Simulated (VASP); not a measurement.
# HfN in VASP: further runs, part 2 of 2

VASP 6.6.1.

## 4. Single point, PBE (strain +0.040 along x and y, +0.040 along z)

INCAR reads:

```
SYSTEM = HfN
ALGO = Normal
EDIFF = 1E-7
ENCUT = 520
GGA = PE
ISIF = 2
ISMEAR = 0
LASPH = .TRUE.
LCHARG = .TRUE.
LELF = .TRUE.
LREAL = .FALSE.
LVHAR = .TRUE.
LWAVE = .FALSE.
NBANDS = 14
NELM = 100
PREC = Accurate
SIGMA = 0.15
```

KPOINTS reads:

```
k-points
0
G
  18 18 18
  0 0 0
```

POSCAR reads:

```
HfN
1.0
    0.0000000000      2.3493600000      2.3493600000
    2.3493600000      0.0000000000      2.3493600000
    2.3493600000      2.3493600000      0.0000000000
Hf N
1 1
Direct
    0.0000000000      0.0000000000      0.0000000000
    0.5000000000      0.5000000000      0.5000000000
```

Potentials or basis: VASP PAW PBE potentials, release 64 (Hf_pv, N).

Launch:

```sh
$ cat potpaw_PBE.64/Hf_pv/POTCAR potpaw_PBE.64/N/POTCAR > POTCAR
$ mpirun -np 1 vasp_std > vasp.out
```

OUTCAR:

```text
SYSTEM = HfN
   EDIFF = 1E-7
   ENCUT = 520
   GGA = PE
   ISIF = 2
   ISMEAR = 0
   LASPH = .TRUE.
   LREAL = .FALSE.
   NELM = 100
   PREC = Accurate

 ion  position               nearest neighbor table
   1  0.000  0.000  0.000-   2 2.35   2 2.35   2 2.35   2 2.35   2 2.35   2 2.35
   2  0.500  0.500  0.500-   1 2.35   1 2.35   1 2.35   1 2.35   1 2.35   1 2.35

  LATTYP: Found a face centered cubic cell.
 ALAT       =     4.6987200000

  Lattice vectors:

 A1 = (   0.0000000000,   2.3493600000,   2.3493600000)
 A2 = (   2.3493600000,   0.0000000000,   2.3493600000)
 A3 = (   2.3493600000,   2.3493600000,   0.0000000000)

Analysis of symmetry for initial positions (statically):
=====================================================================
 Subroutine PRICEL returns:
 Original cell was already a primitive cell.

 Routine SETGRP: Setting up the symmetry group for a
 face centered cubic supercell.

 Subroutine GETGRP returns: Found 48 space group operations
 (whereof 48 operations were pure point group operations)
 out of a pool of 48 trial point group operations.

The static configuration has the point symmetry O_h .

Analysis of symmetry for dynamics (positions and initial velocities):
=====================================================================
 Subroutine PRICEL returns:
 Original cell was already a primitive cell.

 Routine SETGRP: Setting up the symmetry group for a
 face centered cubic supercell.

 Subroutine GETGRP returns: Found 48 space group operations
 (whereof 48 operations were pure point group operations)
 out of a pool of 48 trial point group operations.

The dynamic configuration has the point symmetry O_h .

 Subroutine INISYM returns: Found 48 space group operations
 (whereof 48 operations are pure point group operations),
 and found     1 'primitive' translations

----------------------------------------------------------------------------------------

                                     Primitive cell

  volume of cell :      25.9345

[... 118 lines left out ...]
   LRPA    =     F    only Hartree local field effects (RPA)
 non-spin polarized calculation
 Gauss-broadening in eV      SIGMA  =   0.15
  energy-cutoff  :      520.00
  volume of cell :       25.93
 maximum number of plane-waves:       725
 NGX is ok and might be reduce to    28
   NGX = 13   NGY = 13   NGZ = 13

 number of electron      15.0000000 magnetization

 Free energy of the ion-electron system (eV)
  ---------------------------------------------------
  ext. energy  EPLUGINS =         0.00000000
  ---------------------------------------------------
  free energy    TOTEN  =       -21.55592078 eV

  energy without entropy =      -21.54747570  energy(sigma->0) =      -21.55169824

 E-fermi :   7.3482     XC(G=0): -12.1256

 val. band max:        7.3390645406   @ k =  -0.1667   0.1667   0.0556
 cond. band min:       7.3896369126   @ k =  -0.1111   0.0556   0.0000
 fundamental gap:      0.0505723720
 Fermi energy:         7.3482356195

 k-point     1 :       0.0000    0.0000    0.0000
  band No.  band energies     occupation
      1     -24.2434      2.00000
      2     -24.2434      2.00000
      3     -24.2434      2.00000
      4      -9.4472      2.00000
      5       4.4903      2.00000
      6       4.4903      2.00000
      7       4.4903      2.00000
      8       7.0678      1.99181
      9       7.0678      1.99181
     10       7.0678      1.99181
     11       8.1177      0.00000
     12       9.0523      0.00000
     13       9.0523      0.00000
     14      16.6492      0.00000
[... 377 lines left out ...]
      1     -24.5414      2.00000
      2     -24.2922      2.00000
      3     -24.2643      2.00000
      4      -8.5171      2.00000
      5       1.3731      2.00000
      6       2.6942      2.00000
      7       2.9900      2.00000
      8       7.6721      0.00226
      9       8.1947      0.00000
     10       8.9107      0.00000
     11      10.5063      0.00000
     12      11.7238      0.00000
     13      12.2594      0.00000
     14      19.0450      0.00000

 [... further k-points ...]

------------------------ aborting loop because EDIFF is reached ----------------------------------------

  FORCE on cell =-STRESS in cart. coord.  units (eV):
  Direction    XX          YY          ZZ          XY          YZ          ZX
  --------------------------------------------------------------------------------------
  -------------------------------------------------------------------------------------
  Total       -3.6988557     -3.6988557     -3.6988557      0.0000000      0.0000000      0.0000000
  in kB     -228.5068701   -228.5068701   -228.5068701      0.0000000      0.0000000      0.0000000
  external PRESSURE =    -228.5068701 kB  Pullay stress =       0.0000000 kB

 VOLUME and BASIS-vectors are now :
 -----------------------------------------------------------------------------
  energy-cutoff  :      520.00
  volume of cell :       25.93
      direct lattice vectors                 reciprocal lattice vectors
     0.000000000  2.349360000  2.349360000    -0.212823918  0.212823918  0.212823918
     2.349360000  0.000000000  2.349360000     0.212823918 -0.212823918  0.212823918
     2.349360000  2.349360000  0.000000000     0.212823918  0.212823918 -0.212823918

 POSITION                                       TOTAL-FORCE (eV/Angst)
 -----------------------------------------------------------------------------------
      0.00000      0.00000      0.00000        -0.000000     -0.000000     -0.000000
      2.34936      2.34936      2.34936         0.000000      0.000000      0.000000
 -----------------------------------------------------------------------------------
    total drift:                                0.000000      0.000000      0.000000

  FREE ENERGIE OF THE ION-ELECTRON SYSTEM (eV)
  ---------------------------------------------------
  free  energy   TOTEN  =       -21.5559207756 eV

  energy  without entropy=      -21.5474757023  energy(sigma->0) =      -21.55169824
```

Run time: 3.6 min. Hardware: 1 thread of Intel Xeon 8259CL, shared host; peak memory 0.22 GiB.

What came out:

```
Free energy            : -21.5559 eV
Pressure               : -22.9 GPa
Band gap on the k mesh : zero (an odd number of electrons rules out a gap without spin polarisation)
```

Caveat: the cell differs from its parent crystal (strain +0.040 along x and y, +0.040 along z); the cell stands under tension; spin-orbit coupling is left out, which moves the levels of the heavy elements; an odd number of electrons without spin polarisation forces a metal; a magnetic or distorted state may lie lower.

## 5. Single point, PBE (strain +0.080 along x and y, +0.080 along z)

INCAR reads:

```
SYSTEM = HfN
PREC = Accurate
ENCUT = 520
EDIFF = 1E-6
ISMEAR = 0
SIGMA = 0.15
LREAL = .FALSE.
LASPH = .TRUE.
NELM = 100
ALGO = Normal
ISIF = 2
LWAVE = .FALSE.
LCHARG = .TRUE.
GGA = PE
LELF = .TRUE.
LVHAR = .TRUE.
NBANDS = 14
```

KPOINTS reads:

```
regular mesh
0
G
  18 18 18
  0 0 0
```

POSCAR reads:

```
HfN
1.0
    0.0000000000      2.4397200000      2.4397200000
    2.4397200000      0.0000000000      2.4397200000
    2.4397200000      2.4397200000      0.0000000000
Hf N
1 1
Direct
    0.0000000000      0.0000000000      0.0000000000
    0.5000000000      0.5000000000      0.5000000000
```

Launch:

```sh
$ cat potpaw_PBE.64/Hf_pv/POTCAR potpaw_PBE.64/N/POTCAR > POTCAR
$ mpirun -np 1 vasp_std > vasp.out
```

Run time: 3.6 min. Hardware: 1 thread of Intel Xeon 8259CL, shared host; peak memory 0.22 GiB.

Results (log left out):

| Property | Result |
| --- | --- |
| Free energy | -20.9628 eV |
| Pressure | -36.7 GPa |
| Band gap on the k mesh | zero (an odd number of electrons rules out a gap without spin polarisation) |

Levels at points of the mesh, in eV from the Fermi level:
```tsv
k point	band 6	band 7	band 8	band 9	band 10	band 11
(0.00, 0.00, 0.00)	-2.66	-2.66	-0.23	-0.23	-0.23	-0.06
(0.50, 0.00, 0.00)	-5.05	-5.05	2.37	2.67	2.67	3.37
(0.50, 0.50, 0.00)	-3.40	-3.40	-2.86	3.00	3.30	3.95
```

Caveat: the cell differs from its parent crystal (strain +0.080 along x and y, +0.080 along z); the cell stands under tension; spin-orbit coupling is left out, which moves the levels of the heavy elements; an odd number of electrons without spin polarisation forces a metal; a magnetic or distorted state may lie lower.

## 6. Single point, PBE (strain -0.040 along x and y, +0.000 along z)

INCAR reads:

```
PREC = Accurate
ENCUT = 520
EDIFF = 1E-7
ISMEAR = 0
SIGMA = 0.15
LREAL = False
LASPH = True
NELM = 100
ALGO = Normal
ISIF = 2
LWAVE = False
LCHARG = False
GGA = PE
NBANDS = 14
```

KPOINTS reads:

```
regular mesh
0
Gamma
  18 18 18
```

POSCAR reads:

```
HfN
1.0
    0.0000000000      2.1686400000      2.2590000000
    2.1686400000      0.0000000000      2.2590000000
    2.1686400000      2.1686400000      0.0000000000
Hf N
1 1
Direct
    0.0000000000      0.0000000000      0.0000000000
    0.5000000000      0.5000000000      0.5000000000
```

Potentials or basis: VASP PAW PBE potentials, release 64 (Hf_pv, N).

Launch:

```sh
$ cat potpaw_PBE.64/Hf_pv/POTCAR potpaw_PBE.64/N/POTCAR > POTCAR
$ mpirun -np 1 vasp_std > vasp.out
```

Run time: 4.7 min. Hardware: 1 thread of Intel Xeon 8259CL, shared host; peak memory 0.26 GiB.

The run converged. Its results:

```yaml
Free_energy: -21.5263 eV
Pressure: 31.9 GPa
Band_gap_on_the_k_mesh: zero (an odd number of electrons rules out a gap without spin polarisation)
```

Stress tensor (GPa, compression positive):
```
41.27  0.00  0.00
 0.00 41.27  0.00
 0.00  0.00 13.16
```

Levels at points of the mesh, in eV from the Fermi level:
```csv
k point,band 6,band 7,band 8,band 9,band 10,band 11
"(0.00, 0.00, 0.00)",-3.05,-3.05,-0.74,-0.23,-0.23,1.31
"(0.50, 0.00, 0.00)",-6.67,-6.62,3.65,3.99,4.32,4.84
"(0.50, 0.50, 0.00)",-4.13,-3.60,-3.60,4.54,6.15,6.15
"(0.50, 0.00, 0.50)",-4.24,-3.93,-3.66,4.38,5.81,6.51
```

Caveat: the cell differs from its parent crystal (strain -0.040 along x and y, +0.000 along z); the stress differs along the axes, from 13 to 41 GPa; spin-orbit coupling is left out, which moves the levels of the heavy elements; an odd number of electrons without spin polarisation forces a metal; a magnetic or distorted state may lie lower.

## 7. Single point, PBE (strain +0.000 along x and y, +0.040 along z)

INCAR reads:

```
SYSTEM = HfN
ALGO = Normal ; EDIFF = 1E-6
ENCUT = 520 ; GGA = PE
ISIF = 2 ; ISMEAR = 0
LASPH = .TRUE. ; LCHARG = .TRUE.
LELF = .TRUE. ; LREAL = .FALSE.
LVHAR = .TRUE. ; LWAVE = .FALSE.
NBANDS = 14 ; NELM = 60
PREC = Accurate ; SIGMA = 0.15
```

KPOINTS reads:

```
k-points
0
G
  18 18 18
  0 0 0
```

POSCAR reads:

```
HfN
1.0
    0.0000000000      2.2590000000      2.3493600000
    2.2590000000      0.0000000000      2.3493600000
    2.2590000000      2.2590000000      0.0000000000
Hf N
1 1
Direct
    0.0000000000      0.0000000000      0.0000000000
    0.5000000000      0.5000000000      0.5000000000
```

Potentials or basis: VASP PAW PBE potentials, release 64 (Hf_pv, N).

Launch:

```sh
$ cat potpaw_PBE.64/Hf_pv/POTCAR potpaw_PBE.64/N/POTCAR > POTCAR
$ mpirun -np 1 vasp_std > vasp.out
```

OUTCAR:

```text
SYSTEM = HfN
   EDIFF = 1E-6
   ENCUT = 520
   GGA = PE
   ISIF = 2
   ISMEAR = 0
   LASPH = .TRUE.
   LREAL = .FALSE.
   NELM = 60
   PREC = Accurate

 ion  position               nearest neighbor table
   1  0.000  0.000  0.000-   2 2.26   2 2.26   2 2.26   2 2.26   2 2.35   2 2.35
   2  0.500  0.500  0.500-   1 2.26   1 2.26   1 2.26   1 2.26   1 2.35   1 2.35

  LATTYP: Found a body centered tetragonal cell.
 ALAT       =     3.1947084374
 C/A-ratio  =     1.4707821049

  Lattice vectors:

[... 595 lines left out ...]
------------------------ aborting loop because EDIFF is reached ----------------------------------------

  FORCE on cell =-STRESS in cart. coord.  units (eV):
  Direction    XX          YY          ZZ          XY          YZ          ZX
  --------------------------------------------------------------------------------------
  -------------------------------------------------------------------------------------
  Total       -0.1934335     -0.1934335     -2.4470610      0.0000000     -0.0000000      0.0000000
  in kB      -12.9249887    -12.9249887   -163.5096327      0.0000000     -0.0000000      0.0000000
  external PRESSURE =     -63.1198700 kB  Pullay stress =       0.0000000 kB

 VOLUME and BASIS-vectors are now :
 -----------------------------------------------------------------------------
  energy-cutoff  :      520.00
  volume of cell :       23.98
      direct lattice vectors                 reciprocal lattice vectors
     0.000000000  2.259000000  2.349360000    -0.221336875  0.221336875  0.212823918
     2.259000000  0.000000000  2.349360000     0.221336875 -0.221336875  0.212823918
     2.259000000  2.259000000  0.000000000     0.221336875  0.221336875 -0.212823918

 POSITION                                       TOTAL-FORCE (eV/Angst)
 -----------------------------------------------------------------------------------
      0.00000      0.00000      0.00000         0.000000     -0.000000     -0.000000
      2.25900      2.25900      2.34936        -0.000000      0.000000      0.000000
 -----------------------------------------------------------------------------------
    total drift:                                0.000000     -0.000000     -0.000000

  FREE ENERGIE OF THE ION-ELECTRON SYSTEM (eV)
  ---------------------------------------------------
  free  energy   TOTEN  =       -21.7155314059 eV

  energy  without entropy=      -21.7084241823  energy(sigma->0) =      -21.71197779
```

stdout:

```text
POSCAR found type information on POSCAR HfN
 POSCAR found :  2 types and       2 ions
 scaLAPACK will be used
 LDA part: xc-table for (Slater+PW92), standard interpolation
 POSCAR, INCAR and KPOINTS ok, starting setup
 FFT: planning ... GRIDC
 FFT: planning ... GRID_SOFT
 FFT: planning ... GRID
 WAVECAR not read
 entering main loop
```

Run time: 4.6 min. Hardware: 1 thread of Intel Xeon 8259CL, shared host; peak memory 0.28 GiB.

Results:

| Item | Value |
| --- | --- |
| Free energy | -21.7155 eV |
| Pressure | -6.3 GPa |
| Band gap on the k mesh | zero (an odd number of electrons rules out a gap without spin polarisation) |

Stress tensor (GPa, compression positive):
```
 -1.29   0.00   0.00
  0.00  -1.29   0.00
  0.00   0.00 -16.35
```

Caveat: the cell differs from its parent crystal (strain +0.000 along x and y, +0.040 along z); the stress differs along the axes, from -16 to -1 GPa; spin-orbit coupling is left out, which moves the levels of the heavy elements; an odd number of electrons without spin polarisation forces a metal; a magnetic or distorted state may lie lower.

## 8. The runs side by side

```csv
cell,gap on the mesh (eV),pressure (GPa)
"a = 2.939 Å, angles 60.0°, 2 atoms",none,123.9
"a = 3.067 Å, angles 60.0°, 2 atoms",none,48.1
"a = 3.322 Å, angles 60.0°, 2 atoms",none,-22.9
"a = 3.450 Å, angles 60.0°, 2 atoms",none,-36.7
"a = 3.131, b = 3.131, c = 3.067 Å, angles 60.7, 60.7, 58.6°, 2 atoms",none,31.9
"a = 3.259, b = 3.259, c = 3.195 Å, angles 60.7, 60.7, 58.7°, 2 atoms",none,-6.3
```

Alike in all rows: task single point; level PBE; potentials or basis VASP PAW PBE potentials, release 64 (Hf_pv, N); no spin polarisation; k mesh 18 × 18 × 18; cutoff (eV) 520; smearing gaussian 0.15 eV.

Caveats: spin-orbit coupling is left out, which moves the levels of the heavy elements; an odd number of electrons without spin polarisation forces a metal; a magnetic or distorted state may lie lower; the cell stands under pressure (at least some runs); the cell stands under tension (at least some runs); the stress differs along the axes, from 13 to 41 GPa (at least some runs); the stress differs along the axes, from -16 to -1 GPa (at least some runs).

Total energies depend on the potentials used, so only differences within one code and one set of settings carry meaning.

The gap in the log of VASP goes by the Fermi energy; the results here count the filled bands.